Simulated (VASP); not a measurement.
Here is a VASP 6.6.1 calculation.

INCAR

```
PREC     = Accurate       # precision mode
ENCUT    = 520            # plane-wave cutoff, eV
EDIFF    = 1E-7           # SCF threshold, eV
ISMEAR   = -1             # smearing method
SIGMA    = 0.02           # smearing width, eV
LREAL    = F              # projectors in reciprocal space
LASPH    = T              # aspherical terms in the spheres
NELM     = 100            # most SCF steps
ALGO     = Normal         # electronic algorithm
ISIF     = 2              # what is computed and relaxed
LWAVE    = F              # write WAVECAR
LCHARG   = F              # write CHGCAR
GGA      = PE             # functional
NBANDS   = 16             # bands
```

File KPOINTS:

```
regular mesh
0
Gamma
  8 8 8
```

The input POSCAR:

```
CdSe
1.0
    0.0000000000      3.0677809654      3.0677809654
    3.0677809654      0.0000000000      3.0677809654
    3.0677809654      3.0677809654      0.0000000000
Cd Se
1 1
Direct
    0.0000000000      0.0000000000      0.0000000000
    0.2500000000      0.2500000000      0.2500000000
```

Potentials or basis: VASP PAW PBE potentials, release 64 (Cd, Se).

Run with:

```console
$ cat potpaw_PBE.64/Cd/POTCAR potpaw_PBE.64/Se/POTCAR > POTCAR
$ mpirun -np 1 vasp_std > vasp.out
```

Problem. What does it give for the band gap on the k mesh?

Solution. 0.55 eV, direct.

Problem. Estimate the pressure.

Solution. 1.7 GPa.
